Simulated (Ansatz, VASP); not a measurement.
**Al16Au: VASP beside Ansatz**

```xyz
17
Lattice="5.6324 0.0000 0.0000 0.0000 7.9655 0.0000 0.0000 0.0000 21.2294" Properties=species:S:1:pos:R:3 pbc="T T T"
Al    1.4081    1.9914    4.0000
Al    1.4081    5.9741    4.0000
Al    4.2243    1.9914    4.0000
Al    4.2243    5.9741    4.0000
Al    0.0000    0.0000    5.4081
Al    0.0000    3.9827    5.4081
Al    2.8162    0.0000    5.4081
Al    2.8162    3.9827    5.4081
Al    1.4081    1.9914    6.8803
Al    1.4081    5.9741    6.8803
Al    4.2243    1.9914    6.8803
Al    4.2243    5.9741    6.8803
Al    0.0000    0.0000    8.2294
Al    0.0000    3.9827    8.2294
Al    2.8162    0.0000    8.2294
Al    2.8162    3.9827    8.2294
Au    0.4694    1.4935   10.4294
```

Alike in both runs: task single point; functional PBE; dispersion D3(BJ); k mesh 5 × 4 × 1; occupations gaussian, width 0.1 eV; no spin polarisation.

```csv
,VASP,Ansatz
version,VASP 6.6.1,Ansatz 0.2.0
potentials or method,"VASP PAW PBE potentials, release 64 (Al, Au), cutoff 520 eV","scalar-relativistic, plane waves, PAW"
valence electrons in the cell,59,67
```

|  | VASP | Ansatz | Ansatz less VASP |
| --- | --- | --- | --- |
| gap on the k mesh at the Fermi level (eV) | none | none | - |
| rms of the force components (eV/Å) | 0.291 | 0.291 | +0.0001 |

Atom by atom the forces differ by 0.002 eV/Å (rms over components). A gap of «none» marks a metal or a gap that the smearing closes. VASP's potentials hold 59 valence electrons a cell and Ansatz's 67, so a difference there can come from the potentials and not from the codes.

Neither program's run includes spin-orbit coupling.
